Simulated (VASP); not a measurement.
Write the native input for VASP 6.6.1 that does the following.

* Task: molecular dynamics
* Functional: PBE
* Potentials or basis: VASP PAW PBE potentials, release 64 (Hf_pv, O, Nb_sv)
* Cutoff: 520 eV
* k mesh: 1 × 1 × 1
* Occupations: fermi-dirac, width 0.05 eV
* Spin: no spin polarisation
* Dipole correction: no
* Further INCAR settings: LREAL = Auto; ALGO = Normal; EDIFF = 1e-05; ISYM = 0; IBRION = 0; POTIM = 2.0; NSW = 40

The structure of HfNb2O7 lies in POSCAR:

```
HfNb2O7
1.0
    6.4007650000      0.1927990000     -0.0525750000
    0.1927990000      6.7053110000     -0.0913760000
   -0.0525750000     -0.0913760000      6.5638380000
Hf O Nb
2 14 4
Direct
    0.2799403677      0.7994864277      0.0975688109
    0.0718178003      0.2637899251      0.3202717124
    0.9821307376      0.7148142962      0.9902051629
    0.5616874200      0.2347019377      0.8813017125
    0.9558534314      0.5363227527      0.4147004038
    0.3756871664      0.2475311540      0.4419697622
    0.7785497531      0.7990618202      0.5782621072
    0.5543133938      0.9044956550      0.1987201205
    0.1118146642      0.9204049998      0.2940126316
    0.9802390505      0.1688615021      0.6432808340
    0.3271756004      0.5244212213      0.2286719206
    0.6910124542      0.5250583729      0.1460477613
    0.7774696540      0.1435985285      0.2740612370
    0.1869261181      0.2051267556      0.0391266504
    0.1766560529      0.4908762857      0.7239763118
    0.2846686038      0.8975638561      0.7773762904
    0.7999011712      0.7941506855      0.2956517623
    0.5419011557      0.3044266419      0.1601116845
    0.2767028983      0.1962187085      0.7332432509
    0.0494063820      0.7345905609      0.7187933130
```

These files were run (other wordings do the same):

INCAR

```
PREC     = Accurate       # precision mode
ENCUT    = 520            # plane-wave cutoff, eV
EDIFF    = 1E-5           # SCF threshold, eV
ISMEAR   = -1             # smearing method
SIGMA    = 0.05           # smearing width, eV
LREAL    = Auto         
LASPH    = T              # aspherical terms in the spheres
NELM     = 60             # most SCF steps
ALGO     = Normal         # electronic algorithm
ISIF     = 2              # what is computed and relaxed
LWAVE    = F              # write WAVECAR
LCHARG   = F              # write CHGCAR
GGA      = PE             # functional
ISYM     = 0            
IBRION   = 0              # ionic algorithm
NSW      = 40             # ionic steps
POTIM    = 2.0            # step
TEBEG    = 300.0        
TEEND    = 300.0        
NELMIN   = 4            
RANDOM_SEED= 95275 0 0    
MDALGO   = 3            
LANGEVIN_GAMMA= 30 30 30
```

KPOINTS

```
regular mesh
0
Gamma
  1 1 1
```

Potentials or basis: VASP PAW PBE potentials, release 64 (Hf_pv, O, Nb_sv).

Run with:

```bash
$ cat potpaw_PBE.64/Hf_pv/POTCAR potpaw_PBE.64/O/POTCAR potpaw_PBE.64/Nb_sv/POTCAR > POTCAR
$ mpirun -np 1 vasp_gam > vasp.out
```

It took 30 min on 1 thread of AMD EPYC 7R13, with other jobs on the host, peak memory 0.34 GiB.
